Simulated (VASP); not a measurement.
# ZrC (P4/nmm) in VASP: a series of runs, part 2 of 2

VASP 6.6.1.

## Step 4: Single point, PBE (14.29 Å³/atom)

This run uses another cell than the first one, of 14.29 Å³/atom.

File INCAR:

```
SYSTEM = ZrC
PREC = Accurate
ENCUT = 520
EDIFF = 1E-7
ISMEAR = 0
SIGMA = 0.05
LREAL = .FALSE.
LASPH = .TRUE.
NELM = 60
ALGO = Normal
ISIF = 2
LWAVE = .FALSE.
LCHARG = .FALSE.
GGA = PE
NBANDS = 24
```

File KPOINTS:

```
Automatic mesh
0
G
  8 8 12
  0 0 0
```

File POSCAR:

```
ZrC
1.0
    4.2537062835      0.0000000000      0.0000000000
    0.0000000000      4.2537062835      0.0000000000
    0.0000000000      0.0000000000      3.1580041883
Zr C
2 2
Direct
    0.5000000000      0.0000000000      0.2213462361
    0.0000000000      0.5000000000      0.7786537639
    0.0000000000      0.0000000000      0.0000000000
    0.5000000000      0.5000000000      0.0000000000
```

Potentials or basis: VASP PAW PBE potentials, release 64 (Zr_sv, C).

Run with:

```bash
$ cat potpaw_PBE.64/Zr_sv/POTCAR potpaw_PBE.64/C/POTCAR > POTCAR
$ mpirun -np 1 vasp_std > vasp.out
```

OUTCAR:

```text
SYSTEM = ZrC
   PREC = Accurate
   ENCUT = 520
   EDIFF = 1E-7
   ISMEAR = 0
   LREAL = .FALSE.
   LASPH = .TRUE.
   NELM = 60
   ISIF = 2
   GGA = PE

 ion  position               nearest neighbor table
   1  0.500  0.000  0.221-   3 2.24   4 2.24   4 2.24   3 2.24   2 3.32   2 3.32   2 3.32   2 3.32
                             2 3.48   2 3.48   2 3.48   2 3.48
   2  0.000  0.500  0.779-   3 2.24   4 2.24   3 2.24   4 2.24   1 3.32   1 3.32   1 3.32   1 3.32
                             1 3.48   1 3.48   1 3.48   1 3.48
   3  0.000  0.000  0.000-   1 2.24   2 2.24   2 2.24   1 2.24
   4  0.500  0.500  0.000-   1 2.24   2 2.24   1 2.24   2 2.24

  LATTYP: Found a simple tetragonal cell.
 ALAT       =     4.2537062835
 C/A-ratio  =     0.7424123759

  Lattice vectors:

 A1 = (   4.2537062835,   0.0000000000,   0.0000000000)
 A2 = (   0.0000000000,   4.2537062835,   0.0000000000)
 A3 = (   0.0000000000,   0.0000000000,   3.1580041883)

Analysis of symmetry for initial positions (statically):
=====================================================================
 Subroutine PRICEL returns:
 Original cell was already a primitive cell.

 Routine SETGRP: Setting up the symmetry group for a
[... 177 lines left out ...]
 val. band max:        9.1160830338   @ k =   0.2500   0.2500   0.2500
 cond. band min:       9.2294372856   @ k =   0.5000   0.3750   0.1667
 fundamental gap:      0.1133542518
 Fermi energy:         9.1542869396

 k-point     1 :       0.0000    0.0000    0.0000
  band No.  band energies     occupation
      1     -39.6496      2.00000
      2     -39.5426      2.00000
      3     -17.9299      2.00000
      4     -17.9299      2.00000
      5     -17.5825      2.00000
      6     -17.4695      2.00000
[... 637 lines left out ...]
     23      14.1507      0.00000
     24      14.1507      0.00000

 [... further k-points ...]

------------------------ aborting loop because EDIFF is reached ----------------------------------------

  FORCE on cell =-STRESS in cart. coord.  units (eV):
  Direction    XX          YY          ZZ          XY          YZ          ZX
  --------------------------------------------------------------------------------------
  -------------------------------------------------------------------------------------
  Total       -0.4256368     -0.4256368     -0.4632342      0.0000000      0.0000000      0.0000000
  in kB      -11.9344396    -11.9344396    -12.9886357      0.0000000      0.0000000      0.0000000
  external PRESSURE =     -12.2858383 kB  Pullay stress =       0.0000000 kB

 VOLUME and BASIS-vectors are now :
 -----------------------------------------------------------------------------
  energy-cutoff  :      520.00
  volume of cell :       57.14
      direct lattice vectors                 reciprocal lattice vectors
     4.253706283  0.000000000  0.000000000     0.235089104  0.000000000  0.000000000
     0.000000000  4.253706283  0.000000000     0.000000000  0.235089104  0.000000000
     0.000000000  0.000000000  3.158004188     0.000000000  0.000000000  0.316655691

 POSITION                                       TOTAL-FORCE (eV/Angst)
 -----------------------------------------------------------------------------------
      2.12685      0.00000      0.69901         0.000000      0.000000      0.018402
      0.00000      2.12685      2.45899        -0.000000      0.000000     -0.018402
      0.00000      0.00000      0.00000        -0.000000      0.000000      0.000000
      2.12685      2.12685      0.00000        -0.000000     -0.000000      0.000000
 -----------------------------------------------------------------------------------
    total drift:                                0.000000      0.000000     -0.000000

  FREE ENERGIE OF THE ION-ELECTRON SYSTEM (eV)
  ---------------------------------------------------
  free  energy   TOTEN  =       -36.0364719078 eV

  energy  without entropy=      -36.0360179840  energy(sigma->0) =      -36.03624495
```

Wall time 2.8 min (1 thread of Intel Xeon 8259CL, shared host); peak memory 0.25 GiB.

What came out:

- Free energy: -36.0365 eV
- Pressure: -1.2 GPa
- Largest force: 0.018 eV/Å
- Band gap on the k mesh: zero (bands 16 and 17 overlap by 0.89 eV)

Forces in eV/Å, atoms in the order of the input:
```
Zr   0.000  0.000  0.018
Zr   0.000  0.000 -0.018
C    0.000  0.000  0.000
C    0.000  0.000  0.000
```

## Step 5: Single point, PBE (14.57 Å³/atom)

This run uses another cell than the first one, of 14.57 Å³/atom.

File INCAR:

```
PREC = Accurate ; ENCUT = 520
EDIFF = 1E-6 ; ISMEAR = 0
SIGMA = 0.05 ; LREAL = F
LASPH = T ; NELM = 100
ALGO = Normal ; ISIF = 2
LWAVE = F ; LCHARG = F
GGA = PE ; NBANDS = 24
```

File KPOINTS:

```
Automatic mesh
0
Gamma
  8 8 12
```

File POSCAR:

```
ZrC
1.0
    4.2633580721      0.0000000000      0.0000000000
    0.0000000000      4.2633580721      0.0000000000
    0.0000000000      0.0000000000      3.2053632036
Zr C
2 2
Direct
    0.5000000000      0.0000000000      0.2147671475
    0.0000000000      0.5000000000      0.7852328525
    0.0000000000      0.0000000000      0.0000000000
    0.5000000000      0.5000000000      0.0000000000
```

Run with:

```bash
$ cat potpaw_PBE.64/Zr_sv/POTCAR potpaw_PBE.64/C/POTCAR > POTCAR
$ mpirun -np 1 vasp_std > vasp.out
```

It took 2.3 min on 1 thread of Intel Xeon 8259CL, shared host; peak memory 0.25 GiB.

The run converged. Its results:

- Free energy: -36.0231 eV
- Pressure: -2.4 GPa
- Largest force: 0.019 eV/Å
- Band gap on the k mesh: zero (bands 16 and 17 overlap by 0.81 eV)

Forces on the atoms (eV/Å):
```
Zr   0.000  0.000  0.019
Zr   0.000  0.000 -0.019
C    0.000  0.000  0.000
C    0.000  0.000  0.000
```

Stress tensor (GPa, compression positive):
```
-2.37  0.00  0.00
 0.00 -2.37  0.00
 0.00  0.00 -2.48
```

Levels at points of the mesh, in eV from the Fermi level:
| k point | band 14 | band 15 | band 16 | band 17 | band 18 | band 19 |
| --- | --- | --- | --- | --- | --- | --- |
| (0.00, 0.00, 0.00) | -0.90 | -0.64 | -0.64 | -0.09 | -0.09 | 2.53 |
| (0.50, 0.00, 0.00) | -2.57 | -1.78 | -1.78 | 1.18 | 1.18 | 2.31 |
| (0.50, 0.50, 0.00) | -2.60 | -0.78 | -0.78 | 0.45 | 0.45 | 0.95 |
| (0.00, 0.00, 0.50) | -3.41 | -1.93 | -1.93 | 0.71 | 2.55 | 3.10 |
| (0.50, 0.00, 0.50) | -3.51 | -2.65 | -2.65 | 2.64 | 2.64 | 3.68 |
| (0.50, 0.50, 0.50) | -3.91 | -2.13 | -2.13 | 1.22 | 1.22 | 3.14 |

## Step 6: Summary

| cell | k mesh | gap on the mesh (eV) | pressure (GPa) | largest force (eV/Å) |
| --- | --- | --- | --- | --- |
| a = 4.243, b = 4.243, c = 3.112 Å, 4 atoms, atomic positions A | 8 × 8 × 12 | none | 0.2 | 0.02 |
| a = 4.248, b = 4.248, c = 3.119 Å, 4 atoms, atomic positions B | 10 × 10 × 8 | none | 0.2 | 0.02 |
| a = 4.254, b = 4.254, c = 3.158 Å, 4 atoms, atomic positions B | 8 × 8 × 12 | none | -1.2 | 0.02 |
| a = 4.263, b = 4.263, c = 3.205 Å, 4 atoms, atomic positions C | 8 × 8 × 12 | none | -2.4 | 0.02 |

Alike in all rows: task single point; level PBE; potentials or basis VASP PAW PBE potentials, release 64 (Zr_sv, C); no spin polarisation; cutoff (eV) 520; smearing gaussian 0.05 eV.

Absolute energies hang on the potentials; compare differences alone.
